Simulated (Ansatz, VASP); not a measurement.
## TaN in VASP and in Ansatz

File INCAR:

```
ALGO     = Normal         # electronic algorithm
EDIFF    = 1E-7           # SCF threshold, eV
ENCUT    = 520            # plane-wave cutoff, eV
GGA      = PS             # functional
ISIF     = 2              # what is computed and relaxed
ISMEAR   = 0              # smearing method
LASPH    = T              # aspherical terms in the spheres
LCHARG   = F              # write CHGCAR
LREAL    = F              # projectors in reciprocal space
LWAVE    = F              # write WAVECAR
NBANDS   = 15             # bands
NELM     = 80             # most SCF steps
PREC     = Accurate       # precision mode
SIGMA    = 0.15           # smearing width, eV
```

File KPOINTS:

```
k-points
0
Gamma
  18 18 18
```

File POSCAR:

```
TaN
1.0
    0.0000000000      2.1790000000      2.1790000000
    2.1790000000      0.0000000000      2.1790000000
    2.1790000000      2.1790000000      0.0000000000
Ta N
1 1
Direct
    0.4770536944      0.4770536944      0.5229463056
    0.0000000000      0.0000000000      0.0000000000
```

Input for Ansatz:

```yaml
crystal:
  lattice:
    - [0.0, 2.179, 2.179]
    - [2.179, 0.0, 2.179]
    - [2.179, 2.179, 0.0]
  atoms:
    - { symbol: Ta, position: [0.4770536944, 0.4770536944, 0.5229463056] }
    - { symbol: "N", position: [0.0, 0.0, 0.0] }
basis:
  ecutwfc: 420
kpoints:
  mp_grid: { grid: [18, 18, 18] }
hamiltonian:
  xc: pbesol
scf:
  occupations: { method: gaussian, width: 0.15 }
output:
  forces: true
  stress: true
  eigenvalues: true
```

Change from the starting cell: all Ta atoms moved -0.100 Å, as atom 1 along Cartesian [0 0 1].

Alike in both runs: task single point; functional PBEsol; k mesh 18 × 18 × 18; occupations gaussian, width 0.15 eV; no spin polarisation.

|  | VASP | Ansatz |
| --- | --- | --- |
| version | VASP 6.6.1 | Ansatz 0.2.0 |
| potentials or method | VASP PAW PBE potentials, release 64 (Ta_pv, N), cutoff 520 eV | scalar-relativistic, plane waves, PAW |
| valence electrons in the cell | 16 | 18 |

|  | VASP | Ansatz | Ansatz less VASP |
| --- | --- | --- | --- |
| gap on the k mesh at the Fermi level (eV) | none | none | - |
| pressure (GPa) | 7.4 | 6.3 | -1.09 |
| traceless stress, the component that is largest in VASP (GPa) | 3.66 | 3.59 | -0.071 |
| rms of the force components (eV/Å) | 0.549 | 0.545 | -0.0043 |

VASP's potentials were made for PBE, not for PBEsol. Atom by atom the forces differ by 0.004 eV/Å (rms over components). A gap of «none» marks a metal or a gap that the smearing closes. VASP's potentials hold 16 valence electrons a cell and Ansatz's 18, so a difference there can come from the potentials and not from the codes.

Spin-orbit coupling is off throughout.
